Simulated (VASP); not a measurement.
# BN (P6_3/mmc) in VASP: single point with HSE06

Aim: the single point of BN with HSE06.

All numbers are computed with VASP 6.6.1; they aren't measurements. Logs are shortened: lines on timing, memory, paths and dates and some standing lists are left out, and cuts for length are marked.

## Step 1: The cell of the first run

It takes space group P6_3/mmc (No. 194, hexagonal). Conventional cell: a = 2.501 Å, b = 2.501 Å, c = 6.893 Å, α = 90.00°, β = 90.00°, γ = 120.00°. Within 1.9 Å of B (site symmetry -6m2) lie 3 N at 1.44 Å. Within 1.9 Å of N (site symmetry -6m2) lie 3 B at 1.44 Å.

## Step 2: Single point, HSE06

The input, POSCAR:

```
BN
1.0
    2.5008383104      0.0000000000      0.0000000000
   -1.2504191552      2.1657895075      0.0000000000
    0.0000000000      0.0000000000      6.8931205922
B N
2 2
Direct
    0.3333333333      0.6666666667      0.2500000000
    0.6666666667      0.3333333333      0.7500000000
    0.6666666667      0.3333333333      0.2500000000
    0.3333333333      0.6666666667      0.7500000000
```

The input, INCAR.step1:

```
PREC = Accurate ; ENCUT = 520
EDIFF = 1E-5 ; ISMEAR = 0
SIGMA = 0.01 ; LREAL = F
LASPH = T ; NELM = 120
ALGO = Normal ; ISIF = 2
LWAVE = T ; GGA = PE
NBANDS = 16 ; GGA_COMPAT = F
KPAR = 4
```

The input, INCAR.step2:

```
PREC = Accurate ; ENCUT = 520
EDIFF = 1E-6 ; ISMEAR = 0
SIGMA = 0.01 ; LREAL = F
LASPH = T ; NELM = 120
ALGO = Normal ; ISIF = 2
LWAVE = F ; LCHARG = T
GGA = PE ; LHFCALC = T
HFSCREEN = 0.2079 ; PRECFOCK = Normal
LVHAR = T ; ISTART = 1
NBANDS = 16 ; GGA_COMPAT = F
KPAR = 4
```

The input, KPOINTS:

```
regular mesh
0
Gamma
  9 9 4
```

Potentials or basis: VASP PAW PBE potentials, release 64 (B, N).

Launch:

```sh
$ cat potpaw_PBE.64/B/POTCAR potpaw_PBE.64/N/POTCAR > POTCAR
$ cp INCAR.step1 INCAR
$ mpirun -np 4 vasp_std > vasp.out
$ cp INCAR.step2 INCAR
$ mpirun -np 4 vasp_std > vasp.out
```

OUTCAR:

```text
PREC = Accurate
   ENCUT = 520
   EDIFF = 1E-6
   ISMEAR = 0
   LREAL = F
   LASPH = T
   NELM = 120
   ISIF = 2
   GGA = PE
   LHFCALC = T
   HFSCREEN = 0.2079
   PRECFOCK = Normal
   ISTART = 1

 ion  position               nearest neighbor table
   1  0.333  0.667  0.250-   3 1.44   3 1.44   3 1.44
   2  0.667  0.333  0.750-   4 1.44   4 1.44   4 1.44
   3  0.667  0.333  0.250-   1 1.44   1 1.44   1 1.44
   4  0.333  0.667  0.750-   2 1.44   2 1.44   2 1.44

  LATTYP: Found a hexagonal cell.
 ALAT       =     2.5008383104
 C/A-ratio  =     2.7563239749

  Lattice vectors:

 A1 = (   2.5008383104,   0.0000000000,   0.0000000000)
 A2 = (  -1.2504191552,   2.1657895075,   0.0000000000)
 A3 = (   0.0000000000,   0.0000000000,   6.8931205922)

Analysis of symmetry for initial positions (statically):
=====================================================================
 Subroutine PRICEL returns:
 Original cell was already a primitive cell.

 Routine SETGRP: Setting up the symmetry group for a
 hexagonal supercell.

 Subroutine GETGRP returns: Found 24 space group operations
 (whereof 12 operations were pure point group operations)
 out of a pool of 24 trial point group operations.

The static configuration has the point symmetry D_3d.
 The point group associated with its full space group is D_6h.

Analysis of symmetry for dynamics (positions and initial velocities):
=====================================================================
 Subroutine PRICEL returns:
 Original cell was already a primitive cell.

 Routine SETGRP: Setting up the symmetry group for a
 hexagonal supercell.

 Subroutine GETGRP returns: Found 24 space group operations
 (whereof 12 operations were pure point group operations)
 out of a pool of 24 trial point group operations.

The dynamic configuration has the point symmetry D_3d.
 The point group associated with its full space group is D_6h.

 Subroutine INISYM returns: Found 24 space group operations
 (whereof 12 operations are pure point group operations),
 and found     1 'primitive' translations

----------------------------------------------------------------------------------------

                                     Primitive cell

  volume of cell :      37.3351

  direct lattice vectors                    reciprocal lattice vectors
     2.500838310  0.000000000  0.000000000     0.399865915  0.230862694  0.000000000
    -1.250419155  2.165789507  0.000000000     0.000000000  0.461725388  0.000000000
     0.000000000  0.000000000  6.893120592     0.000000000  0.000000000  0.145072175

  length of vectors
     2.500838310  2.500838310  6.893120592     0.461725388  0.461725388  0.145072175

  position of ions in fractional coordinates (direct lattice)
     0.333333333  0.666666667  0.250000000
     0.666666667  0.333333333  0.750000000
     0.666666667  0.333333333  0.250000000
     0.333333333  0.666666667  0.750000000

  ion indices of the primitive-cell ions
   primitive index   ion index
                 1           1
                 2           2
                 3           3
                 4           4

----------------------------------------------------------------------------------------

 KPOINTS: regular mesh

Automatic generation of k-mesh.
 Grid dimensions read from file:
 generate k-points for:    9    9    4

 Generating k-lattice:

  Cartesian coordinates                     Fractional coordinates (reciprocal lattice)
     0.044429546  0.025651410  0.000000000     0.111111111  0.000000000  0.000000000
     0.000000000  0.051302821  0.000000000     0.000000000  0.111111111  0.000000000
     0.000000000  0.000000000  0.036268044     0.000000000  0.000000000  0.250000000

  Length of vectors
     0.051302821  0.051302821  0.036268044

  Shift w.r.t. Gamma in fractional coordinates (k-lattice)
     0.000000000  0.000000000  0.000000000

 Subroutine IBZKPT returns following result:
 ===========================================

 Found     36 irreducible k-points:

 Following reciprocal coordinates:
            Coordinates               Weight
  0.000000  0.000000  0.000000      1.000000
  0.111111  0.000000  0.000000      6.000000
  0.222222  0.000000  0.000000      6.000000
  0.333333  0.000000  0.000000      6.000000
  0.444444  0.000000  0.000000      6.000000
  0.111111  0.111111  0.000000      6.000000
[... 16 lines left out ...]
  0.333333  0.222222  0.250000     24.000000
  0.333333  0.333333  0.250000      4.000000
 [... further k-points ...]
   k-points           NKPTS =     36   k-points in BZ     NKDIM =    324   number of bands    NBANDS=     16
   number of dos      NEDOS =    301   number of ions     NIONS =      4
   total plane-waves  NPLWV =  21600
   dimension x,y,z NGX =    20 NGY =   20 NGZ =   54
   dimension x,y,z NGXF=    40 NGYF=   40 NGZF=  108
   ions per type =               2   2
   NGX,Y,Z   is equivalent  to a cutoff of  13.30, 13.30, 13.02 a.u.
   NGXF,Y,Z  is equivalent  to a cutoff of  26.59, 26.59, 26.05 a.u.
 SYSTEM =  unknown system
   PREC   = accura    normal or accurate (medium, high low for compatibility)
   ISTART =      1    job   : 0-new  1-cont  2-samecut
   ICHARG =      0    charge: 1-file 2-atom 10-const
   ISPIN  =      1    spin polarized calculation?
   LNONCOLLINEAR =      F non collinear calculations
   LSORBIT =      F    spin-orbit coupling
   LASPH  =      T    aspherical Exc in radial PAW
   ENCUT  =  520.0 eV  38.22 Ry    6.18 a.u.   4.65  4.65 12.82*2*pi/ulx,y,z
   NELM   =    120;   NELMIN=  2; NELMDL=  0     # of ELM steps
   EDIFF  = 0.1E-05   stopping-criterion for ELM
   LREAL  =      F    real-space projection
   EDIFFG = 0.1E-04   stopping-criterion for IOM
   NSW    =      0    number of steps for IOM
   IBRION =     -1    ionic relax: 0-MD 1-quasi-New 2-CG
   NFREE  =      0    steps in history (QN), initial steepest desc. (CG)
   ISIF   =      2    stress and relaxation
   ISYM   =      3    0-nonsym 1-usesym 2-fastsym
   POTIM  = 0.5000    time-step for ionic-motion
   TEBEG  =    0.0;   TEEND  =   0.0 temperature during run
   PSTRESS=    0.0 pullay stress
   NELECT =      16.0000    total number of electrons
   NUPDOWN=      -1.0000    fix difference up-down
   EMIN   =  10.00;   EMAX   =-10.00  energy-range for DOS
   EFERMI =   0.00;   METHOD = LEGACY
   ISMEAR =     0;   SIGMA  =   0.01  broadening in eV -4-tet -1-fermi 0-gaus
   EFERMI_NEDOS =   21; number of points for ismear=-14 and -15
   IALGO  =     38    algorithm
   IMIX   =      1    mixing-type and parameters
     AMIX     =   0.40;   BMIX     =  1.00
     AMIX_MAG =   1.60;   BMIX_MAG =  1.00
  volume/ion in A,a.u.               =       9.33        62.99
  Fermi-wavevector in a.u.,A,eV,Ry     =   1.234266  2.332425 20.727300  1.523414
  Thomas-Fermi vector in A             =   2.368963
   LORBIT       =      0    0 simple, 1 ext, 2 COOP (PROOUT), +10 PAW based schemes
   GGA     = PE    functional components
   LHFCALC =     T    Hartree Fock is set to
   PRECFOCK=normal    Normal, Fast or Accurate (Low or Medium for compatibility)
   ENCUT4O =  -1.0   cutoff for four orbital integrals eV
   NKREDX  =     1    reduce k-point grid by
   NKREDY  =     1    reduce k-point grid by
   NKREDZ  =     1    reduce k-point grid by
   AEXX    =    0.2500 exact exchange contribution
   HFSCREEN=    0.2079 screening length (either q_TF or 0.3 A-1)
   HFSCREENC=   0.2079 screening length for correlation (either q_TF or 0.3 A-1)
   ENCUTFOCK=  -1.0 apply spherical cutoff to Coloumb kernel
   IVDW    =     0    specifies the selected vdW correction
   LEPSILON=     F    determine dielectric tensor
   LRPA    =     F    only Hartree local field effects (RPA)
 non-spin polarized calculation
 Gauss-broadening in eV      SIGMA  =   0.01
  energy-cutoff  :      520.00
  volume of cell :       37.34
 maximum number of plane-waves:      1034
 NGX is ok and might be reduce to    20
  NGX = 14; NGY = 14; NGZ = 40

 number of electron      16.0000000 magnetization

 Free energy of the ion-electron system (eV)
  ---------------------------------------------------
  ext. energy  EPLUGINS =         0.00000000
  ---------------------------------------------------
  free energy    TOTEN  =       -40.79792220 eV

  energy without entropy =      -40.79792220  energy(sigma->0) =      -40.79792220

 E-fermi :   1.2687     XC(G=0):  -8.1315

 val. band max:        1.1832139581   @ k =   0.3333   0.3333   0.5000
 cond. band min:       6.9560817051   @ k =   0.4444   0.1111   0.0000
 fundamental gap:      5.7728677470
 Fermi energy:         1.2687319327

 k-point     1 :       0.0000    0.0000    0.0000
  band No.  band energies     occupation
      1     -18.4049      2.00000
      2     -18.1734      2.00000
      3      -5.4503      2.00000
      4      -3.5513      2.00000
      5      -0.3860      2.00000
      6      -0.3860      2.00000
[... 8 lines left out ...]
     15      15.0607      0.00000
     16      16.4441      0.00000

 k-point     2 :       0.1111    0.0000    0.0000
  band No.  band energies     occupation
      1     -18.1437      2.00000
      2     -17.9189      2.00000
      3      -5.0848      2.00000
      4      -3.2175      2.00000
      5      -1.4245      2.00000
      6      -1.4006      2.00000
[... 8 lines left out ...]
     15      15.7341      0.00000
     16      15.9347      0.00000

 k-point     3 :       0.2222    0.0000    0.0000
  band No.  band energies     occupation
      1     -17.3873      2.00000
      2     -17.1833      2.00000
      3      -4.0131      2.00000
      4      -3.8207      2.00000
      5      -3.7818      2.00000
      6      -2.2527      2.00000
[... 8 lines left out ...]
     15      17.7304      0.00000
     16      18.4621      0.00000
[... 362 lines left out ...]
 k-point    23 :       0.3333    0.2222    0.2500
  band No.  band energies     occupation
      1     -14.6892      2.00000
      2     -14.6410      2.00000
      3      -7.8176      2.00000
      4      -7.7741      2.00000
      5      -5.5996      2.00000
      6      -5.5615      2.00000
[... 8 lines left out ...]
     15      18.3946      0.00000
     16      19.4848      0.00000

 k-point    24 :       0.3333    0.3333    0.2500
  band No.  band energies     occupation
      1     -14.3079      2.00000
      2     -14.3079      2.00000
      3      -7.5256      2.00000
      4      -7.4376      2.00000
      5      -6.7788      2.00000
      6      -6.7788      2.00000
[... 8 lines left out ...]
     15      19.5267      0.00000
     16      20.6651      0.00000

 [... further k-points ...]

------------------------ aborting loop because EDIFF is reached ----------------------------------------

  FORCE on cell =-STRESS in cart. coord.  units (eV):
  Direction    XX          YY          ZZ          XY          YZ          ZX
  --------------------------------------------------------------------------------------
  -------------------------------------------------------------------------------------
  Total       -0.4358876     -0.4358876      0.2936788      0.0000000     -0.0000000      0.0000000
  in kB      -18.7054161    -18.7054161     12.6027545      0.0000000     -0.0000000      0.0000000
  external PRESSURE =      -8.2693592 kB  Pullay stress =       0.0000000 kB

 VOLUME and BASIS-vectors are now :
 -----------------------------------------------------------------------------
  energy-cutoff  :      520.00
  volume of cell :       37.34
      direct lattice vectors                 reciprocal lattice vectors
     2.500838310  0.000000000  0.000000000     0.399865915  0.230862694  0.000000000
    -1.250419155  2.165789507  0.000000000     0.000000000  0.461725388  0.000000000
     0.000000000  0.000000000  6.893120592     0.000000000  0.000000000  0.145072175

 POSITION                                       TOTAL-FORCE (eV/Angst)
 -----------------------------------------------------------------------------------
     -0.00000      1.44386      1.72328         0.000000      0.000000      0.000000
      1.25042      0.72193      5.16984        -0.000000     -0.000000      0.000000
      1.25042      0.72193      1.72328        -0.000000      0.000000     -0.000000
     -0.00000      1.44386      5.16984         0.000000     -0.000000     -0.000000
 -----------------------------------------------------------------------------------
    total drift:                                0.000000      0.000000      0.000000

  FREE ENERGIE OF THE ION-ELECTRON SYSTEM (eV)
  ---------------------------------------------------
  free  energy   TOTEN  =       -40.7979221992 eV

  energy  without entropy=      -40.7979221992  energy(sigma->0) =      -40.79792220
```

Run time: 25 min. Hardware: 4 MPI ranks of Intel Xeon Platinum 8375C at 2.90GHz (Ice Lake), shared host; peak memory 0.26 GiB.

What came out:

```
Free energy            : -40.7979 eV
Pressure               : -0.8 GPa
Band gap on the k mesh : 5.77 eV (least direct gap 6.07 eV)
```

Caveat: the PAW data sets were made with another functional, which shifts forces and pressure a little; this functional lacks dispersion, which binds layers or chains, so the pressure and a relaxed spacing across them are unreliable. A k mesh can miss the band edges.
